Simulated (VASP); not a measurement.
Set up this calculation in VASP 6.6.1, as the native input.

```
Task                   : single point
Functional             : PBE
Potentials or basis    : VASP PAW PBE potentials, release 64 (Co, Si, H)
Cutoff                 : 520 eV
k mesh                 : 3 × 3 × 3
Occupations            : methfessel-paxton, width 0.1 eV
Spin                   : no spin polarisation
Dipole correction      : no
Further INCAR settings : ALGO = Normal; EDIFF = 1e-07; NBANDS = 46
```

The structure of Co4Si8H (a cell with a defect) lies in POSCAR:

```
Co4Si8H
1.0
    5.3602887400      0.0000000000      0.0000000000
    0.0000000000      5.3602887400      0.0000000000
    0.0000000000      0.0000000000      5.3602887400
Co Si H
4 8 1
Direct
   -0.0072867343     -0.0079534895      0.0053181837
   -0.0073565067      0.4925667493      0.4956662092
    0.4927102117     -0.0084545819      0.4957561297
    0.4925988371      0.4917419803     -0.0231996831
    0.2310179656      0.2304804946      0.7444875068
    0.2451505999      0.7401086383      0.2448480042
    0.7414507301      0.2437359373      0.2451181389
    0.7530280915      0.7521141482      0.7450781467
    0.2438969360      0.2441833012      0.2451166465
    0.2323427077      0.7524950979      0.7450182618
    0.7543901450      0.2309526707      0.7446585797
    0.7402224381      0.7405067511      0.2449006133
    0.4920966254      0.4759874185      0.7026503949
```

The input as run:

INCAR

```
  PREC = Accurate
  ENCUT = 520
  EDIFF = 1E-7
  ISMEAR = 1
  SIGMA = 0.1
  LREAL = False
  LASPH = True
  NELM = 100
  ALGO = Normal
  ISIF = 2
  LWAVE = False
  LCHARG = True
  GGA = PE
  LELF = True
  LVHAR = True
  NBANDS = 46
```

KPOINTS

```
Automatic mesh
0
Gamma
  3 3 3
```

Potentials or basis: VASP PAW PBE potentials, release 64 (Co, Si, H).

The run is started by

```console
$ cat potpaw_PBE.64/Co/POTCAR potpaw_PBE.64/Si/POTCAR potpaw_PBE.64/H/POTCAR > POTCAR
$ mpirun -np 1 vasp_std > vasp.out
```

It gave:

```json
{
  "Pressure": "2.9 GPa",
  "Largest force": "0.117 eV/Å",
  "Band gap on the k mesh": "zero (an odd number of electrons rules out a gap without spin polarisation)"
}
```

Caveat: the k points lie up to 0.39 Å⁻¹ apart, too coarse for converged energies and pressures of a metal; the run has no spin polarisation, though such a crystal can be magnetic.

Run time: 100 s on 1 thread of AMD EPYC 9R45 96-Core Processor (Zen 5) (shared host), peak memory 0.24 GiB.
